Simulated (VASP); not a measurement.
# Hg (P6_3/mmc) in VASP: further runs

The runs below take Hg through single point, with LDA, PBEsol.

Everything below comes from runs of VASP 6.6.1. Logs are shortened: lines on timing, memory, paths and dates and some standing lists are left out, and cuts for length are marked.

## 1. The cell of the first run

The structure is hexagonal, space group P6_3/mmc (No. 194). The conventional cell has a = 3.462 Å, b = 3.462 Å, c = 5.488 Å, α = 90.00°, β = 90.00°, γ = 120.00°. Hg (site symmetry -6m2) has 12 Hg at 3.39 to 3.46 Å within 4.5 Å.

## 2. Single point, LDA

File INCAR:

```
PREC = Accurate ; ENCUT = 520
EDIFF = 1E-6 ; ISMEAR = -1
SIGMA = 0.05 ; LREAL = False
LASPH = True ; NELM = 60
ALGO = Fast ; ISIF = 2
LWAVE = False ; LCHARG = False
NBANDS = 19
```

File KPOINTS:

```
regular mesh
0
Gamma
  9 9 5
```

File POSCAR:

```
Hg
1.0
    3.4618096384      0.0000000000      0.0000000000
   -1.7309048192      2.9980150899      0.0000000000
    0.0000000000      0.0000000000      5.4875482800
Hg
2
Direct
    0.3333333333      0.6666666667      0.2500000000
    0.6666666667      0.3333333333      0.7500000000
```

Potentials or basis: VASP PAW LDA potentials, release 64 (Hg).

The run is started by

```console
cat potpaw_LDA.64/Hg/POTCAR > POTCAR
mpirun -np 1 vasp_std > vasp.out
```

OUTCAR:

```text
PREC = Accurate
   ENCUT = 520
   EDIFF = 1E-6
   ISMEAR = -1
   LREAL = False
   LASPH = True
   NELM = 60
   ISIF = 2

 ion  position               nearest neighbor table
   1  0.333  0.667  0.250-   2 3.39   2 3.39   2 3.39   2 3.39   2 3.39   2 3.39
   2  0.667  0.333  0.750-   1 3.39   1 3.39   1 3.39   1 3.39   1 3.39   1 3.39

  LATTYP: Found a hexagonal cell.
 ALAT       =     3.4618096384
 C/A-ratio  =     1.5851675433

  Lattice vectors:

 A1 = (   3.4618096384,   0.0000000000,   0.0000000000)
 A2 = (  -1.7309048192,   2.9980150899,   0.0000000000)
 A3 = (   0.0000000000,   0.0000000000,   5.4875482800)

Analysis of symmetry for initial positions (statically):
=====================================================================
 Subroutine PRICEL returns:
 Original cell was already a primitive cell.

 Routine SETGRP: Setting up the symmetry group for a
 hexagonal supercell.

 Subroutine GETGRP returns: Found 24 space group operations
 (whereof 12 operations were pure point group operations)
 out of a pool of 24 trial point group operations.

The static configuration has the point symmetry D_3d.
 The point group associated with its full space group is D_6h.

Analysis of symmetry for dynamics (positions and initial velocities):
=====================================================================
 Subroutine PRICEL returns:
 Original cell was already a primitive cell.

 Routine SETGRP: Setting up the symmetry group for a
 hexagonal supercell.

 Subroutine GETGRP returns: Found 24 space group operations
 (whereof 12 operations were pure point group operations)
 out of a pool of 24 trial point group operations.

The dynamic configuration has the point symmetry D_3d.
 The point group associated with its full space group is D_6h.

 Subroutine INISYM returns: Found 24 space group operations
 (whereof 12 operations are pure point group operations),
 and found     1 'primitive' translations

----------------------------------------------------------------------------------------

                                     Primitive cell

  volume of cell :      56.9528

  direct lattice vectors                    reciprocal lattice vectors
     3.461809638  0.000000000  0.000000000     0.288866259  0.166777012  0.000000000
    -1.730904819  2.998015090  0.000000000     0.000000000  0.333554025  0.000000000
     0.000000000  0.000000000  5.487548280     0.000000000  0.000000000  0.182230743

  length of vectors
     3.461809638  3.461809638  5.487548280     0.333554025  0.333554025  0.182230743

  position of ions in fractional coordinates (direct lattice)
     0.333333333  0.666666667  0.250000000
     0.666666667  0.333333333  0.750000000

  ion indices of the primitive-cell ions
   primitive index   ion index
                 1           1
                 2           2

----------------------------------------------------------------------------------------

 KPOINTS: regular mesh

Automatic generation of k-mesh.
 Grid dimensions read from file:
 generate k-points for:    9    9    5

 Generating k-lattice:

  Cartesian coordinates                     Fractional coordinates (reciprocal lattice)
     0.032096251  0.018530779  0.000000000     0.111111111  0.000000000  0.000000000
     0.000000000  0.037061558  0.000000000     0.000000000  0.111111111  0.000000000
     0.000000000  0.000000000  0.036446149     0.000000000  0.000000000  0.200000000

  Length of vectors
     0.037061558  0.037061558  0.036446149

  Shift w.r.t. Gamma in fractional coordinates (k-lattice)
     0.000000000  0.000000000  0.000000000

 Subroutine IBZKPT returns following result:
 ===========================================

 Found     36 irreducible k-points:

 Following reciprocal coordinates:
            Coordinates               Weight
  0.000000  0.000000  0.000000      1.000000
  0.111111  0.000000  0.000000      6.000000
  0.222222 -0.000000  0.000000      6.000000
  0.333333 -0.000000  0.000000      6.000000
  0.444444 -0.000000  0.000000      6.000000
  0.111111  0.111111  0.000000      6.000000
[... 16 lines left out ...]
  0.333333  0.222222  0.200000     24.000000
  0.333333  0.333333  0.200000      4.000000
 [... further k-points ...]
   k-points           NKPTS =     36   k-points in BZ     NKDIM =     36   number of bands    NBANDS=     19
   number of dos      NEDOS =    301   number of ions     NIONS =      2
   total plane-waves  NPLWV =  32928
   dimension x,y,z NGX =    28 NGY =   28 NGZ =   42
   dimension x,y,z NGXF=    56 NGYF=   56 NGZF=   84
   ions per type =               2
   NGX,Y,Z   is equivalent  to a cutoff of  13.45, 13.45, 12.72 a.u.
   NGXF,Y,Z  is equivalent  to a cutoff of  26.89, 26.89, 25.45 a.u.
 SYSTEM =  unknown system
   PREC   = accura    normal or accurate (medium, high low for compatibility)
   ISTART =      0    job   : 0-new  1-cont  2-samecut
   ICHARG =      2    charge: 1-file 2-atom 10-const
   ISPIN  =      1    spin polarized calculation?
   LNONCOLLINEAR =      F non collinear calculations
   LSORBIT =      F    spin-orbit coupling
   LASPH  =      T    aspherical Exc in radial PAW
   ENCUT  =  520.0 eV  38.22 Ry    6.18 a.u.   6.44  6.44 10.20*2*pi/ulx,y,z
   NELM   =     60;   NELMIN=  2; NELMDL= -5     # of ELM steps
   EDIFF  = 0.1E-05   stopping-criterion for ELM
   LREAL  =      F    real-space projection
   EDIFFG = 0.1E-04   stopping-criterion for IOM
   NSW    =      0    number of steps for IOM
   IBRION =     -1    ionic relax: 0-MD 1-quasi-New 2-CG
   NFREE  =      0    steps in history (QN), initial steepest desc. (CG)
   ISIF   =      2    stress and relaxation
   ISYM   =      2    0-nonsym 1-usesym 2-fastsym
   POTIM  = 0.5000    time-step for ionic-motion
   TEBEG  =    0.0;   TEEND  =   0.0 temperature during run
   PSTRESS=    0.0 pullay stress
   NELECT =      24.0000    total number of electrons
   NUPDOWN=      -1.0000    fix difference up-down
   EMIN   =  10.00;   EMAX   =-10.00  energy-range for DOS
   EFERMI =   0.00;   METHOD = LEGACY
   ISMEAR =    -1;   SIGMA  =   0.05  broadening in eV -4-tet -1-fermi 0-gaus
   EFERMI_NEDOS =   21; number of points for ismear=-14 and -15
   IALGO  =     68    algorithm
   IMIX   =      4    mixing-type and parameters
     AMIX     =   0.40;   BMIX     =  1.00
     AMIX_MAG =   1.60;   BMIX_MAG =  1.00
  volume/ion in A,a.u.               =      28.48       192.17
  Fermi-wavevector in a.u.,A,eV,Ry     =   1.227364  2.319382 20.496128  1.506423
  Thomas-Fermi vector in A             =   2.362330
   LORBIT       =      0    0 simple, 1 ext, 2 COOP (PROOUT), +10 PAW based schemes
   GGA     = CA    functional components
   LHFCALC =     F    Hartree Fock is set to
   AEXX    =    0.0000 exact exchange contribution
   IVDW    =     0    specifies the selected vdW correction
   LEPSILON=     F    determine dielectric tensor
   LRPA    =     F    only Hartree local field effects (RPA)
 non-spin polarized calculation
 RMM-DIIS sequential band-by-band and
  energy-cutoff  :      520.00
  volume of cell :       56.95
 maximum number of plane-waves:      1553
 NGX is ok and might be reduce to    28
   NGX = 13   NGY = 13   NGZ = 21

 number of electron      24.0000000 magnetization

 Free energy of the ion-electron system (eV)
  ---------------------------------------------------
  ext. energy  EPLUGINS =         0.00000000
  ---------------------------------------------------
  free energy    TOTEN  =        -1.64640175 eV

  energy without entropy =       -1.64366230  energy(sigma->0) =       -1.64503202

 E-fermi :   0.7011     XC(G=0): -10.2082

 val. band max:        0.7005464581   @ k =   0.2222   0.2222   0.0000
 cond. band min:       0.7190382744   @ k =   0.1111   0.0000   0.0000
 fundamental gap:      0.0184918164
 Fermi energy:         0.7010754273

 k-point     1 :       0.0000    0.0000    0.0000
  band No.  band energies     occupation
      1      -6.5614      2.00000
      2      -5.9148      2.00000
      3      -5.2513      2.00000
      4      -5.2485      2.00000
      5      -5.2485      2.00000
      6      -5.1498      2.00000
[... 11 lines left out ...]
     18      13.8692      0.00000
     19      14.4548      0.00000

 k-point     2 :       0.1111    0.0000    0.0000
  band No.  band energies     occupation
      1      -6.3379      2.00000
      2      -5.8223      2.00000
      3      -5.3369      2.00000
      4      -5.1738      2.00000
      5      -5.1701      2.00000
      6      -5.1300      2.00000
[... 11 lines left out ...]
     18      14.4518      0.00000
     19      14.7572      0.00000

 k-point     3 :       0.2222   -0.0000    0.0000
  band No.  band energies     occupation
      1      -5.8443      2.00000
      2      -5.7116      2.00000
      3      -5.2954      2.00000
      4      -5.2878      2.00000
      5      -5.1956      2.00000
      6      -5.1513      2.00000
[... 11 lines left out ...]
     18      12.7471      0.00000
     19      13.9098      0.00000

 k-point     4 :       0.3333   -0.0000    0.0000
  band No.  band energies     occupation
      1      -5.7917      2.00000
      2      -5.6888      2.00000
      3      -5.5210      2.00000
      4      -5.2858      2.00000
      5      -5.1049      2.00000
      6      -4.9715      2.00000
[... 11 lines left out ...]
     18      12.1748      0.00000
     19      12.7936      0.00000

 k-point     5 :       0.4444   -0.0000    0.0000
  band No.  band energies     occupation
      1      -5.8731      2.00000
      2      -5.7133      2.00000
      3      -5.6655      2.00000
      4      -5.3401      2.00000
      5      -5.0313      2.00000
      6      -5.0151      2.00000
[... 11 lines left out ...]
     18      11.9665      0.00000
     19      12.1057      0.00000

 k-point     6 :       0.1111    0.1111    0.0000
  band No.  band energies     occupation
      1      -5.9536      2.00000
      2      -5.6890      2.00000
      3      -5.3912      2.00000
      4      -5.2233      2.00000
      5      -5.1871      2.00000
      6      -5.1797      2.00000
[... 11 lines left out ...]
     18      13.3461      0.00000
     19      13.9686      0.00000

 k-point     7 :       0.2222    0.1111    0.0000
  band No.  band energies     occupation
      1      -5.6654      2.00000
      2      -5.6215      2.00000
      3      -5.4360      2.00000
      4      -5.2673      2.00000
      5      -5.2278      2.00000
      6      -5.1090      2.00000
[... 11 lines left out ...]
     18      11.7206      0.00000
     19      13.0014      0.00000

 k-point     8 :       0.3333    0.1111    0.0000
  band No.  band energies     occupation
      1      -5.7573      2.00000
      2      -5.6236      2.00000
      3      -5.6183      2.00000
      4      -5.3183      2.00000
      5      -5.0453      2.00000
      6      -5.0224      2.00000
[... 256 lines left out ...]
 k-point    20 :       0.3333    0.1111    0.2000
  band No.  band energies     occupation
      1      -5.7856      2.00000
      2      -5.7053      2.00000
      3      -5.4088      2.00000
      4      -5.3817      2.00000
      5      -5.2258      2.00000
      6      -4.9798      2.00000
[... 11 lines left out ...]
     18      10.2871      0.00000
     19      13.3484      0.00000

 k-point    21 :       0.4444    0.1111    0.2000
  band No.  band energies     occupation
      1      -5.8360      2.00000
      2      -5.7512      2.00000
      3      -5.4506      2.00000
      4      -5.3297      2.00000
      5      -5.3151      2.00000
      6      -4.9033      2.00000
[... 11 lines left out ...]
     18       9.6435      0.00000
     19      13.1224      0.00000

 k-point    22 :       0.2222    0.2222    0.2000
  band No.  band energies     occupation
      1      -5.6309      2.00000
      2      -5.5904      2.00000
      3      -5.4339      2.00000
      4      -5.4074      2.00000
      5      -5.1044      2.00000
      6      -5.0485      2.00000
[... 11 lines left out ...]
     18      11.1398      0.00000
     19      12.6340      0.00000

 k-point    23 :       0.3333    0.2222    0.2000
  band No.  band energies     occupation
      1      -5.7075      2.00000
      2      -5.5668      2.00000
      3      -5.4714      2.00000
      4      -5.3423      2.00000
      5      -5.2042      2.00000
      6      -4.9488      2.00000
[... 11 lines left out ...]
     18       9.5779      0.00000
     19      11.9292      0.00000

 k-point    24 :       0.3333    0.3333    0.2000
  band No.  band energies     occupation
      1      -5.6488      2.00000
      2      -5.5209      2.00000
      3      -5.5209      2.00000
      4      -5.1730      2.00000
      5      -5.1430      2.00000
      6      -5.1430      2.00000
[... 11 lines left out ...]
     18       8.7017      0.00000
     19      11.0719      0.00000

 [... further k-points ...]

------------------------ aborting loop because EDIFF is reached ----------------------------------------

  FORCE on cell =-STRESS in cart. coord.  units (eV):
  Direction    XX          YY          ZZ          XY          YZ          ZX
  --------------------------------------------------------------------------------------
  -------------------------------------------------------------------------------------
  Total       -1.4852796     -1.4852796     -1.4813209      0.0000000      0.0000000     -0.0000000
  in kB      -41.7833674    -41.7833674    -41.6720043      0.0000000      0.0000000     -0.0000000
  external PRESSURE =     -41.7462463 kB  Pullay stress =       0.0000000 kB

 VOLUME and BASIS-vectors are now :
 -----------------------------------------------------------------------------
  energy-cutoff  :      520.00
  volume of cell :       56.95
      direct lattice vectors                 reciprocal lattice vectors
     3.461809638  0.000000000  0.000000000     0.288866259  0.166777012  0.000000000
    -1.730904819  2.998015090  0.000000000     0.000000000  0.333554025  0.000000000
     0.000000000  0.000000000  5.487548280     0.000000000  0.000000000  0.182230743

 POSITION                                       TOTAL-FORCE (eV/Angst)
 -----------------------------------------------------------------------------------
     -0.00000      1.99868      1.37189        -0.000000     -0.000000      0.000000
      1.73090      0.99934      4.11566         0.000000      0.000000      0.000000
 -----------------------------------------------------------------------------------
    total drift:                               -0.000000      0.000000     -0.000000

  FREE ENERGIE OF THE ION-ELECTRON SYSTEM (eV)
  ---------------------------------------------------
  free  energy   TOTEN  =        -1.6464017453 eV

  energy  without entropy=       -1.6436622961  energy(sigma->0) =       -1.64503202
```

It took 45 s on 1 thread of Intel Xeon 8259CL, shared host; peak memory 0.17 GiB.

Results:

| Quantity | Value |
| --- | --- |
| Free energy | -1.6464 eV |
| Pressure | -4.2 GPa |
| Band gap on the k mesh | zero (bands 12 and 13 overlap by 0.36 eV) |

Caveat: the cell stands under tension; spin-orbit coupling is left out, which moves the levels of the heavy elements.

## 3. Single point, PBEsol

File INCAR:

```
ALGO     = Normal         # electronic algorithm
EDIFF    = 1E-7           # SCF threshold, eV
ENCUT    = 520            # plane-wave cutoff, eV
GGA      = PS             # functional
ISIF     = 2              # what is computed and relaxed
ISMEAR   = -1             # smearing method
LASPH    = T              # aspherical terms in the spheres
LCHARG   = F              # write CHGCAR
LREAL    = F              # projectors in reciprocal space
LWAVE    = F              # write WAVECAR
NBANDS   = 19             # bands
NELM     = 60             # most SCF steps
PREC     = Accurate       # precision mode
SIGMA    = 0.05           # smearing width, eV
```

File KPOINTS:

```
k-points
0
Gamma
  9 9 5
```

POSCAR is that of step 2.

Potentials or basis: VASP PAW PBE potentials, release 64 (Hg).

The run is started by

```console
cat potpaw_PBE.64/Hg/POTCAR > POTCAR
mpirun -np 1 vasp_std > vasp.out
```

Run time: 52 s. Hardware: 1 thread of Intel Xeon 8259CL, shared host; peak memory 0.19 GiB.

The run converged. Its results:

```yaml
Free_energy: -1.0011 eV
Pressure: -2.4 GPa
Band_gap_on_the_k_mesh: zero (bands 12 and 13 overlap by 0.37 eV)
```

Stress tensor (GPa, compression positive):
```
-2.42  0.00  0.00
 0.00 -2.42  0.00
 0.00  0.00 -2.29
```

Levels at points of the mesh, in eV from the Fermi level:
```
           k point  band 8  band 9  band 10  band 11  band 12  band 13  band 14  band 15  band 16  band 17
(0.00, 0.00, 0.00)   -5.77   -5.77    -5.25    -5.25    -1.25    -0.36    11.05    11.05    12.68    13.20
```

Caveat: the PAW data sets were made with another functional, which shifts forces and pressure a little; spin-orbit coupling is left out, which moves the levels of the heavy elements.

## 4. Single point, PBEsol

File INCAR:

```
SYSTEM = Hg
PREC = Accurate ; ENCUT = 520
EDIFF = 1E-6 ; ISMEAR = -1
SIGMA = 0.05 ; LREAL = .FALSE.
LASPH = .TRUE. ; NELM = 80
ALGO = Fast ; ISIF = 2
LWAVE = .FALSE. ; LCHARG = .FALSE.
GGA = PS ; NBANDS = 19
```

File KPOINTS:

```
regular mesh
0
G
  9 9 5
  0 0 0
```

POSCAR is that of step 3.

The run is started by

```console
cat potpaw_PBE.64/Hg/POTCAR > POTCAR
mpirun -np 1 vasp_std > vasp.out
```

It took 56 s on 1 thread of Intel Xeon 8259CL, shared host; peak memory 0.16 GiB.

Results (log left out):

```
Free energy            : -1.0011 eV
Pressure               : -2.4 GPa
Band gap on the k mesh : zero (bands 12 and 13 overlap by 0.37 eV)
```

Stress tensor (GPa, compression positive):
```
-2.41  0.00  0.00
 0.00 -2.41  0.00
 0.00  0.00 -2.28
```

Levels at points of the mesh, in eV from the Fermi level:
| k point | band 8 | band 9 | band 10 | band 11 | band 12 | band 13 | band 14 | band 15 | band 16 | band 17 |
| --- | --- | --- | --- | --- | --- | --- | --- | --- | --- | --- |
| (0.00, 0.00, 0.00) | -5.77 | -5.77 | -5.25 | -5.25 | -1.25 | -0.36 | 11.05 | 11.05 | 12.68 | 13.20 |

Caveat: the PAW data sets were made with another functional, which shifts forces and pressure a little; spin-orbit coupling is left out, which moves the levels of the heavy elements.

[end of part 1 of 2]
